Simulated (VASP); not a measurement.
A run of VASP 6.6.1 is set up as follows.

The input INCAR:

```
ALGO = Normal
EDIFF = 1E-6
ENCUT = 820
GGA = PE
GGA_COMPAT = F
ISIF = 2
ISMEAR = -1
LASPH = T
LCHARG = T
LELF = T
LREAL = F
LVHAR = T
LWAVE = F
NBANDS = 16
NELM = 120
PREC = Accurate
SIGMA = 0.05
```

Contents of KPOINTS:

```
k-points
0
Gamma
  7 7 7
```

POSCAR

```
Cu
1.0
    0.0000000000      1.8075000000      1.8075000000
    1.8075000000      0.0000000000      1.8075000000
    1.8075000000      1.8075000000      0.0000000000
Cu
1
Direct
    0.0000000000      0.0000000000      0.0000000000
```

Potentials or basis: VASP PAW PBE potentials, release 64 (Cu_sv_GW).

Launch:

```bash
$ cat potpaw_PBE.64/Cu_sv_GW/POTCAR > POTCAR
$ mpirun -np 1 vasp_std > vasp.out
```

Problem. Estimate the pressure.

Solution. 0.2 GPa.

Problem. Predict the band gap on the k mesh.

Solution. Zero (an odd number of electrons rules out a gap without spin polarisation).

Caveat: the k points lie up to 0.43 Å⁻¹ apart, too coarse for converged energies and pressures of a metal.
